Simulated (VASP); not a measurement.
# SnO in VASP: notebook, part 2 of 2

VASP 6.6.1. Earlier steps stand in the parts before.

### 3 Single point, PBE+D3(BJ)

This run uses another cell than the first one: it holds 8 atoms, not 4.

INCAR reads:

```
SYSTEM = SnO
  ALGO = Normal
  DIPOL = 0.5 0.5 0.501
  EDIFF = 1E-6
  ENCUT = 520
  GGA = PE
  IDIPOL = 3
  ISIF = 2
  ISMEAR = 0
  IVDW = 12
  LASPH = .TRUE.
  LCHARG = .TRUE.
  LDIPOL = .TRUE.
  LELF = .TRUE.
  LREAL = .FALSE.
  LVACPOTAV = .TRUE.
  LVHAR = .TRUE.
  LWAVE = .FALSE.
  NBANDS = 50
  NELM = 80
  PREC = Accurate
  SIGMA = 0.1
```

KPOINTS reads:

```
k-points
0
G
  8 8 1
  0 0 0
```

POSCAR reads:

```
SnO
1.0
    3.8370962877      0.0000000000      0.0000000000
    0.0000000000      3.8370962877      0.0000000000
    0.0000000000      0.0000000000     24.0788311742
Sn O
4 4
Direct
    0.5000000000      0.0000000000      0.3530071679
    0.0000000000      0.5000000000      0.4492203662
    0.5000000000      0.0000000000      0.5517971994
    0.0000000000      0.5000000000      0.6488198745
    0.0000000000      0.0000000000      0.4011137671
    0.5000000000      0.5000000000      0.4011137671
    0.0000000000      0.0000000000      0.6002584174
    0.5000000000      0.5000000000      0.6002584174
```

Potentials or basis: VASP PAW PBE potentials, release 64 (Sn_d, O).

On the command line:

```sh
cat potpaw_PBE.64/Sn_d/POTCAR potpaw_PBE.64/O/POTCAR > POTCAR
mpirun -np 1 vasp_std > vasp.out
```

OUTCAR:

```text
SYSTEM = SnO
   EDIFF = 1E-6
   ENCUT = 520
   GGA = PE
   ISIF = 2
   ISMEAR = 0
   IVDW = 12
   LASPH = .TRUE.
   LREAL = .FALSE.
   NELM = 80
   PREC = Accurate
 IVDW          = 12

 ion  position               nearest neighbor table
   1  0.500  0.000  0.353-   5 2.24   6 2.24   6 2.24   5 2.24   2 3.57   2 3.57   2 3.57   2 3.57

   2  0.000  0.500  0.449-   5 2.24   6 2.24   5 2.24   6 2.24   1 3.57   1 3.57   1 3.57   1 3.57
                             3 3.67   3 3.67   3 3.67   3 3.67
   3  0.500  0.000  0.552-   7 2.25   8 2.25   8 2.25   7 2.25   4 3.58   4 3.58   4 3.58   4 3.58
                             2 3.67   2 3.67   2 3.67   2 3.67
   4  0.000  0.500  0.649-   7 2.25   8 2.25   7 2.25   8 2.25   3 3.58   3 3.58   3 3.58   3 3.58

   5  0.000  0.000  0.401-   2 2.24   2 2.24   1 2.24   1 2.24
   6  0.500  0.500  0.401-   2 2.24   2 2.24   1 2.24   1 2.24
   7  0.000  0.000  0.600-   3 2.25   3 2.25   4 2.25   4 2.25
   8  0.500  0.500  0.600-   3 2.25   3 2.25   4 2.25   4 2.25

  LATTYP: Found a simple tetragonal cell.
 ALAT       =     3.8370962877
 C/A-ratio  =     6.2752741575

  Lattice vectors:

 A1 = (   3.8370962877,   0.0000000000,   0.0000000000)
 A2 = (   0.0000000000,   3.8370962877,   0.0000000000)
 A3 = (   0.0000000000,   0.0000000000,  24.0788311742)

Analysis of symmetry for initial positions (statically):
=====================================================================
 Subroutine PRICEL returns:
 Original cell was already a primitive cell.

 Routine SETGRP: Setting up the symmetry group for a
 simple tetragonal supercell.

 Subroutine GETGRP returns: Found  8 space group operations
 (whereof  4 operations were pure point group operations)
 out of a pool of 16 trial point group operations.

The static configuration has the point symmetry C_2v.
 The point group associated with its full space group is C_4v.

Analysis of symmetry for dynamics (positions and initial velocities):
=====================================================================
 Subroutine PRICEL returns:
 Original cell was already a primitive cell.

 Routine SETGRP: Setting up the symmetry group for a
 simple tetragonal supercell.

 Subroutine GETGRP returns: Found  8 space group operations
 (whereof  4 operations were pure point group operations)
 out of a pool of 16 trial point group operations.

The dynamic configuration has the point symmetry C_2v.
 The point group associated with its full space group is C_4v.

 Subroutine INISYM returns: Found  8 space group operations
 (whereof  4 operations are pure point group operations),
 and found     1 'primitive' translations

----------------------------------------------------------------------------------------

                                     Primitive cell

  volume of cell :     354.5200

  direct lattice vectors                    reciprocal lattice vectors
     3.837096288  0.000000000  0.000000000     0.260613736  0.000000000  0.000000000
     0.000000000  3.837096288  0.000000000     0.000000000  0.260613736  0.000000000
     0.000000000  0.000000000 24.078831174     0.000000000  0.000000000  0.041530255

  length of vectors
     3.837096288  3.837096288 24.078831174     0.260613736  0.260613736  0.041530255

  position of ions in fractional coordinates (direct lattice)
     0.500000000  0.000000000  0.353007168
[... 64 lines left out ...]
   total plane-waves  NPLWV = 162000
   dimension x,y,z NGX =    30 NGY =   30 NGZ =  180
   dimension x,y,z NGXF=    60 NGYF=   60 NGZF=  360
   ions per type =               4   4
   NGX,Y,Z   is equivalent  to a cutoff of  13.00, 13.00, 12.43 a.u.
   NGXF,Y,Z  is equivalent  to a cutoff of  26.00, 26.00, 24.86 a.u.
 SYSTEM =  SnO
   PREC   = accura    normal or accurate (medium, high low for compatibility)
   ISTART =      0    job   : 0-new  1-cont  2-samecut
   ICHARG =      2    charge: 1-file 2-atom 10-const
   ISPIN  =      1    spin polarized calculation?
   LNONCOLLINEAR =      F non collinear calculations
   LSORBIT =      F    spin-orbit coupling
   LASPH  =      T    aspherical Exc in radial PAW
   ENCUT  =  520.0 eV  38.22 Ry    6.18 a.u.   7.13  7.13 44.77*2*pi/ulx,y,z
   NELM   =     80;   NELMIN=  2; NELMDL= -5     # of ELM steps
   EDIFF  = 0.1E-05   stopping-criterion for ELM
   LREAL  =      F    real-space projection
   EDIFFG = 0.1E-04   stopping-criterion for IOM
   NSW    =      0    number of steps for IOM
   IBRION =     -1    ionic relax: 0-MD 1-quasi-New 2-CG
   NFREE  =      0    steps in history (QN), initial steepest desc. (CG)
   ISIF   =      2    stress and relaxation
   ISYM   =      2    0-nonsym 1-usesym 2-fastsym
   POTIM  = 0.5000    time-step for ionic-motion
   TEBEG  =    0.0;   TEEND  =   0.0 temperature during run
   PSTRESS=    0.0 pullay stress
   NELECT =      80.0000    total number of electrons
   NUPDOWN=      -1.0000    fix difference up-down
   EMIN   =  10.00;   EMAX   =-10.00  energy-range for DOS
   EFERMI =   0.00;   METHOD = LEGACY
   ISMEAR =     0;   SIGMA  =   0.10  broadening in eV -4-tet -1-fermi 0-gaus
   EFERMI_NEDOS =   21; number of points for ismear=-14 and -15
   IALGO  =     38    algorithm
   IMIX   =      4    mixing-type and parameters
     AMIX     =   0.40;   BMIX     =  1.00
     AMIX_MAG =   1.60;   BMIX_MAG =  1.00
  volume/ion in A,a.u.               =      44.32       299.05
  Fermi-wavevector in a.u.,A,eV,Ry     =   0.996685  1.883461 13.515767  0.993381
  Thomas-Fermi vector in A             =   2.128790
   LORBIT       =      0    0 simple, 1 ext, 2 COOP (PROOUT), +10 PAW based schemes
   GGA     = PE    functional components
   LHFCALC =     F    Hartree Fock is set to
   AEXX    =    0.0000 exact exchange contribution
   IVDW    =    12    specifies the selected vdW correction
   LEPSILON=     F    determine dielectric tensor
   LRPA    =     F    only Hartree local field effects (RPA)
 non-spin polarized calculation
 Gauss-broadening in eV      SIGMA  =   0.10
  energy-cutoff  :      520.00
  volume of cell :      354.52
 maximum number of plane-waves:      9580
 NGX is ok and might be reduce to    30

 dipolmoment           0.000000      0.000000      0.000083 electrons x Angstroem

 number of electron      80.0000030 magnetization

 dipolmoment           0.000000      0.000000     -0.001407 electrons x Angstroem

 Free energy of the ion-electron system (eV)
  ---------------------------------------------------
  ext. energy  EPLUGINS =         0.00000000
  ---------------------------------------------------
  free energy    TOTEN  =       -45.27551286 eV

  energy without entropy =      -45.27551286  energy(sigma->0) =      -45.27551286

 E-fermi :   0.4346     XC(G=0):  -4.6583

 val. band max:       -0.0672826739   @ k =   0.1250   0.0000   0.0000
 cond. band min:       1.0121617382   @ k =   0.5000   0.5000   0.0000
 fundamental gap:      1.0794444121
 Fermi energy:         0.4346375873

 k-point     1 :       0.0000    0.0000    0.0000
  band No.  band energies     occupation
      1     -21.5597      2.00000
      2     -21.5311      2.00000
      3     -21.1721      2.00000
      4     -21.1669      2.00000
      5     -21.1669      2.00000
      6     -21.1609      2.00000
[... 784 lines left out ...]
     49       5.9147      0.00000
     50       5.9195      0.00000

------------------------ aborting loop because EDIFF is reached ----------------------------------------

 Edisp (eV)   -1.45197

 E8    (eV) :    -0.6465

  FORCE on cell =-STRESS in cart. coord.  units (eV):
  Direction    XX          YY          ZZ          XY          YZ          ZX
  --------------------------------------------------------------------------------------
  -------------------------------------------------------------------------------------
  Total       0.08290     0.08290     0.63271     0.00000     0.00000     0.00000
  in kB       0.37467     0.37467     2.85941     0.00000     0.00000     0.00000
  external pressure =        1.20 kB  Pullay stress =        0.00 kB

 VOLUME and BASIS-vectors are now :
 -----------------------------------------------------------------------------
  energy-cutoff  :      520.00
  volume of cell :      354.52
      direct lattice vectors                 reciprocal lattice vectors
     3.837096288  0.000000000  0.000000000     0.260613736  0.000000000  0.000000000
     0.000000000  3.837096288  0.000000000     0.000000000  0.260613736  0.000000000
     0.000000000  0.000000000 24.078831174     0.000000000  0.000000000  0.041530255

 POSITION                                       TOTAL-FORCE (eV/Angst)
 -----------------------------------------------------------------------------------
      1.91855      0.00000      8.50000         0.000000      0.000000     -0.277134
      0.00000      1.91855     10.81670         0.000000      0.000000      0.239057
      1.91855      0.00000     13.28663         0.000000      0.000000     -0.084737
      0.00000      1.91855     15.62282         0.000000      0.000000      0.086496
      0.00000      0.00000      9.65835         0.000000      0.000000      0.021524
      1.91855      1.91855      9.65835         0.000000      0.000000      0.021524
      0.00000      0.00000     14.45352         0.000000      0.000000     -0.003365
      1.91855      1.91855     14.45352         0.000000      0.000000     -0.003365
 -----------------------------------------------------------------------------------
    total drift:                                0.000000      0.000000      0.002686

  FREE ENERGIE OF THE ION-ELECTRON SYSTEM (eV)
  ---------------------------------------------------
  free  energy   TOTEN  =       -46.7274874888 eV

  energy  without entropy=      -46.7274874888  energy(sigma->0) =      -46.72748749

 vacuum level on the upper side and lower side of the slab         4.470         4.487
```

Wall time 15 min (1 thread of Intel Xeon 8259CL, shared host); peak memory 0.5 GiB.

Results:

| Item | Value |
| --- | --- |
| Free energy | -46.7275 eV |
| Largest force | 0.277 eV/Å |
| Band gap on the k mesh | 1.08 eV (least direct gap 2.13 eV) |
| Dispersion energy per atom | -0.181 eV |

Forces in eV/Å, atoms in the order of the input:
```
Sn   0.000  0.000 -0.277
Sn   0.000  0.000  0.239
Sn   0.000  0.000 -0.085
Sn   0.000  0.000  0.086
O    0.000  0.000  0.022
O    0.000  0.000  0.022
O    0.000  0.000 -0.003
O    0.000  0.000 -0.003
```

Caveat: spin-orbit coupling is left out, which moves the levels of the heavy elements.

### 4 Relaxation of the atoms, PBE+D3(BJ) (biaxial strain +0.070)

INCAR reads:

```
ALGO = Normal
DIPOL = 0.5 0.5 0.500
EDIFF = 1E-7
EDIFFG = -0.01
ENCUT = 520
GGA = PE
IBRION = 2
IDIPOL = 3
ISIF = 2
ISMEAR = 0
IVDW = 12
LASPH = True
LCHARG = False
LDIPOL = True
LREAL = False
LWAVE = False
NELM = 100
NSW = 60
PREC = Accurate
SIGMA = 0.02
```

KPOINTS reads:

```
k-points
0
Gamma
  6 6 1
```

POSCAR reads:

```
SnO
1.0
    4.0879996841      0.0000000000      0.0000000000
    0.0000000000      4.0879996841      0.0000000000
    0.0000000000      0.0000000000     30.6334027017
Sn O
2 2
Direct
    0.5000000000      0.0000000000      0.4614138404
    0.0000000000      0.5000000000      0.5385861596
    0.0000000000      0.0000000000      0.5000000000
    0.5000000000      0.5000000000      0.5000000000
```

On the command line:

```sh
cat potpaw_PBE.64/Sn_d/POTCAR potpaw_PBE.64/O/POTCAR > POTCAR
mpirun -np 1 vasp_std > vasp.out
```

Wall time 15 min (1 thread of Oxide Virtual Turin-like, shared host); peak memory 0.56 GiB.

It converged, with:

* Free energy: -22.8585 eV
* Energy gained by relaxing: 26.2 meV/atom
* Ionic steps: 4
* Band gap on the k mesh: 2.16 eV (least direct gap 2.18 eV)
* Dispersion energy per atom: -0.121 eV

Step by step:
| step | energy change (eV) | largest force (eV/Å) | pressure (GPa) |
| --- | --- | --- | --- |
| 1 | 0.0000 | 1.1312 | -1.40 |
| 2 | -0.0879 | 0.4646 | -1.06 |
| 3 | -0.1048 | 0.0265 | -0.82 |
| 4 | -0.1048 | 0.0005 | -0.80 |

Final structure:
```
Sn O
1.0
     4.08800    0.00000    0.00000
     0.00000    4.08800    0.00000
     0.00000    0.00000   30.63340
Sn O
2 2
Direct
  0.50000 0.00000 0.46438
  0.00000 0.50000 0.53562
  0.00000 0.00000 0.50000
  0.50000 0.50000 0.50000
```

Levels at points of the mesh, in eV from the valence-band top:
| k point | band 16 | band 17 | band 18 | band 19 | band 20 | band 21 | band 22 | band 23 | band 24 |
| --- | --- | --- | --- | --- | --- | --- | --- | --- | --- |
| (0.00, 0.00, 0.00) | -3.90 | -2.02 | -2.02 | -1.93 | -0.02 | 2.16 | 2.34 | 4.86 | 4.87 |
| (0.50, 0.00, 0.00) | -3.37 | -3.37 | -3.37 | -0.53 | -0.53 | 3.28 | 3.28 | 4.72 | 4.72 |
| (0.50, 0.50, 0.00) | -3.35 | -1.38 | -1.38 | -0.85 | -0.85 | 2.92 | 2.92 | 5.09 | 5.09 |

Caveat: the cell differs from its parent crystal (biaxial strain +0.070); spin-orbit coupling is left out, which moves the levels of the heavy elements.

### 5 The runs side by side

```csv
task,spin,cell,k mesh,smearing,gap on the mesh (eV),largest force (eV/Å)
single point,"non-collinear, zero start, SOC","a = 3.821, b = 3.821, c = 30.633 Å, 4 atoms, atomic positions A",6 × 6 × 1,methfessel-paxton 0.02 eV,-,0.09
single point,off,"a = 3.837, b = 3.837, c = 24.079 Å, 8 atoms, atomic positions B",8 × 8 × 1,gaussian 0.1 eV,1.08,0.28
relaxation of the atoms,off,"atoms relaxed from a = 4.088, b = 4.088, c = 30.633 Å, 4 atoms, atomic positions A",6 × 6 × 1,gaussian 0.02 eV,2.16,-
```

Alike in all rows: level PBE+D3(BJ); potentials or basis VASP PAW PBE potentials, release 64 (Sn_d, O); cutoff (eV) 520.

Caveats: spin-orbit coupling is left out, which moves the levels of the heavy elements (at least some runs).

Total energies depend on the potentials used, so only differences within one code and one set of settings carry meaning.
